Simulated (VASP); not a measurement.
Wanted: the native input for a VASP 6.6.1 run.

```
Task                   : single point
Functional             : PBE
Potentials or basis    : VASP PAW PBE potentials, release 64 (In_d, Se)
Cutoff                 : 520 eV
k mesh                 : 6 × 6 × 6
Occupations            : gaussian, width 0.1 eV
Spin                   : no spin polarisation
Dipole correction      : no
Further INCAR settings : ALGO = Normal; EDIFF = 1e-06; NBANDS = 27
```

The structure of InSe lies in POSCAR:

```
InSe
1.0
    1.9999996100      1.1547003100      8.3166704200
   -1.9999996100      1.1547003100      8.3166704200
    0.0000000000     -2.3094006200      8.3166704200
In Se
2 2
Direct
    0.0000000000      0.0000000000      0.0000000000
    0.1122000000      0.1122000000      0.1122000000
    0.6154999700      0.6154999700      0.6154999700
    0.8299999800      0.8299999800      0.8299999800
```

These files were run (other wordings do the same):

INCAR

```
SYSTEM = InSe
PREC     = Accurate       ! precision mode
ENCUT    = 520            ! plane-wave cutoff, eV
EDIFF    = 1E-6           ! SCF threshold, eV
ISMEAR   = 0              ! smearing method
SIGMA    = 0.1            ! smearing width, eV
LREAL    = .FALSE.        ! projectors in reciprocal space
LASPH    = .TRUE.         ! aspherical terms in the spheres
NELM     = 100            ! most SCF steps
ALGO     = Normal         ! electronic algorithm
ISIF     = 2              ! what is computed and relaxed
LWAVE    = .FALSE.        ! write WAVECAR
LCHARG   = .TRUE.         ! write CHGCAR
GGA      = PE             ! functional
LELF     = .TRUE.         ! ELF
LVHAR    = .TRUE.       
NBANDS   = 27             ! bands
```

KPOINTS

```
Automatic mesh
0
G
  6 6 6
  0 0 0
```

Potentials or basis: VASP PAW PBE potentials, release 64 (In_d, Se).

Launch:

```console
$ cat potpaw_PBE.64/In_d/POTCAR potpaw_PBE.64/Se/POTCAR > POTCAR
$ mpirun -np 1 vasp_std > vasp.out
```

It gave:

```json
{
  "Pressure": "3.0 GPa",
  "Largest force": "0.231 eV/Å",
  "Band gap on the k mesh": "0.38 eV, direct"
}
```

Caveat: spin-orbit coupling is left out, which moves the levels of the heavy elements.

Wall time 5.7 min on 1 thread of Intel(R) Xeon(R) Platinum 8259CL CPU @ 2.50GHz (Skylake/Cascade Lake), on a shared host, peak memory 0.56 GiB.
